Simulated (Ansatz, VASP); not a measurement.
This is a calculation of MoS2 for Ansatz 0.2.0.

The input input.yaml:

```yaml
crystal:
  lattice:
    - [3.2699360711, 0.0, 0.0]
    - [-1.6349680355, 2.8318477062, 0.0]
    - [0.0, 0.0, 6.3955418068]
  atoms:
    - { symbol: Mo, position: [0.0, 0.0, 0.5] }
    - { symbol: S, position: [0.6666666667, 0.3333333333, 0.74468068] }
    - { symbol: S, position: [0.3333333333, 0.6666666667, 0.25531932] }
hamiltonian:
  xc: revpbe
  pseudopotentials: { kind: paw }
  dispersion: d3bj
kpoints:
  mp_grid: { grid: [9, 9, 4] }
scf:
  occupations: { method: fermi_dirac, width: 0.05 }
output:
  forces: true
  stress: true
  eigenvalues: true
```

Potentials or basis: Ansatz PAW.

Run with:

```sh
$ ansatz run input.yaml --threads 2 --pin off --max-ram 5120MiB --backend cpu --events-out ev --progress --plain --runs-dir out
```

Task: Translate it to VASP 6.6.1. Potentials there: VASP PAW PBE potentials, release 64 (Mo_sv, S).

Result: As run (the cutoff follows the program's own potentials):

The input INCAR:

```
SYSTEM = MoS2
PREC     = Accurate       ! precision mode
ENCUT    = 520            ! plane-wave cutoff, eV
EDIFF    = 1E-7           ! SCF threshold, eV
ISMEAR   = -1             ! smearing method
SIGMA    = 0.05           ! smearing width, eV
LREAL    = .FALSE.        ! projectors in reciprocal space
LASPH    = .TRUE.         ! aspherical terms in the spheres
NELM     = 60             ! most SCF steps
ALGO     = Normal         ! electronic algorithm
ISIF     = 2              ! what is computed and relaxed
LWAVE    = .FALSE.        ! write WAVECAR
LCHARG   = .FALSE.        ! write CHGCAR
GGA      = RE             ! functional
IVDW     = 12             ! dispersion correction
NBANDS   = 20             ! bands
```

KPOINTS

```
Automatic mesh
0
G
  9 9 4
  0 0 0
```

File POSCAR:

```
MoS2
1.0
    3.2699360711      0.0000000000      0.0000000000
   -1.6349680355      2.8318477062      0.0000000000
    0.0000000000      0.0000000000      6.3955418068
Mo S
1 2
Direct
    0.0000000000      0.0000000000      0.5000000000
    0.6666666667      0.3333333333      0.7446806800
    0.3333333333      0.6666666667      0.2553193200
```

Potentials or basis: VASP PAW PBE potentials, release 64 (Mo_sv, S).

Run with:

```console
$ cat potpaw_PBE.64/Mo_sv/POTCAR potpaw_PBE.64/S/POTCAR > POTCAR
$ mpirun -np 1 vasp_std > vasp.out
```

Both were run:

|  | VASP | Ansatz | Ansatz less VASP |
| --- | --- | --- | --- |
| gap on the k mesh at the Fermi level (eV) | none | none | - |
| pressure (GPa) | -8.4 | -8.2 | +0.14 |
| traceless stress, the component that is largest in VASP (GPa) | 1.54 | 1.53 | -0.004 |
| rms of the force components (eV/Å) | 0.135 | 0.129 | -0.0063 |

VASP's potentials were made for PBE, not for revPBE. Atom by atom the forces differ by 0.006 eV/Å (rms over components). A gap of «none» marks a metal or a gap that the smearing closes.
